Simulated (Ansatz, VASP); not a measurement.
## InSb3: VASP beside Ansatz

Contents of POSCAR:

```
InSb3
1.0
    4.8381981727      0.0000000000      0.0000000000
    0.0000000000      4.8381981727      0.0000000000
    0.0000000000      0.0000000000      4.8381981727
Sb In
3 1
Direct
    0.5000000000      0.5000000000      0.0000000000
    0.0000000000      0.5000000000      0.5000000000
    0.5000000000      0.0000000000      0.5000000000
    0.0000000000      0.0000000000      0.0000000000
```

INCAR.step1

```
ALGO     = Normal         # electronic algorithm
EDIFF    = 1E-4           # SCF threshold, eV
ENCUT    = 520            # plane-wave cutoff, eV
GGA      = PE             # functional
ISMEAR   = -1             # smearing method
LASPH    = True           # aspherical terms in the spheres
LCHARG   = False          # write CHGCAR
LREAL    = False          # projectors in reciprocal space
LWAVE    = True           # write WAVECAR
NBANDS   = 22             # bands
NELM     = 100            # most SCF steps
PREC     = Accurate       # precision mode
SIGMA    = 0.05           # smearing width, eV
```

Contents of INCAR.step2:

```
ALGO     = Normal         # electronic algorithm
EDIFF    = 1E-6           # SCF threshold, eV
ENCUT    = 520            # plane-wave cutoff, eV
ISIF     = 2              # what is computed and relaxed
ISMEAR   = -1             # smearing method
ISTART   = 1            
LASPH    = True           # aspherical terms in the spheres
LCHARG   = True           # write CHGCAR
LELF     = True           # ELF
LMIXTAU  = True         
LREAL    = False          # projectors in reciprocal space
LVHAR    = True         
LWAVE    = False          # write WAVECAR
METAGGA  = R2SCAN         # meta-GGA
NBANDS   = 22             # bands
NELM     = 100            # most SCF steps
PREC     = Accurate       # precision mode
SIGMA    = 0.05           # smearing width, eV
```

Contents of KPOINTS:

```
k-points
0
Gamma
  6 6 6
```

Contents of input.yaml:

```yaml
crystal:
  lattice:
    - [4.8381981727, 0.0, 0.0]
    - [0.0, 4.8381981727, 0.0]
    - [0.0, 0.0, 4.8381981727]
  atoms:
    - { symbol: Sb, position: [0.5, 0.5, 0.0] }
    - { symbol: Sb, position: [0.0, 0.5, 0.5] }
    - { symbol: Sb, position: [0.5, 0.0, 0.5] }
    - { symbol: In, position: [0.0, 0.0, 0.0] }
hamiltonian:
  xc: r2scan
  pseudopotentials: { kind: paw }
kpoints:
  mp_grid: { grid: [6, 6, 6] }
scf:
  occupations: { method: fermi_dirac, width: 0.05 }
output:
  forces: true
  stress: true
  eigenvalues: true
```

Alike in both runs: task single point; functional r2SCAN; k mesh 6 × 6 × 6; occupations fermi-dirac, width 0.05 eV; no spin polarisation.

|  | VASP | Ansatz |
| --- | --- | --- |
| version | VASP 6.6.1 | Ansatz 0.2.0 |
| potentials or method | VASP PAW PBE potentials, release 64 (Sb, In_d) | Ansatz PAW |
| plane-wave cutoff (eV) | 520 | 500 |
| valence electrons in the cell | 28 | 58 |

Ansatz gave:

* gap on the k mesh at the Fermi level (eV): none
* pressure (GPa): -1.5

Q: What did VASP give for the same quantities?

A: gap on the k mesh at the Fermi level (eV): none; pressure (GPa): -1.6.

VASP's potentials were made for PBE, not for r2SCAN. A gap of «none» marks a metal or a gap that the smearing closes. VASP's potentials hold 28 valence electrons a cell and Ansatz's 58, so a difference there can come from the potentials and not from the codes.

Neither program's run includes spin-orbit coupling.
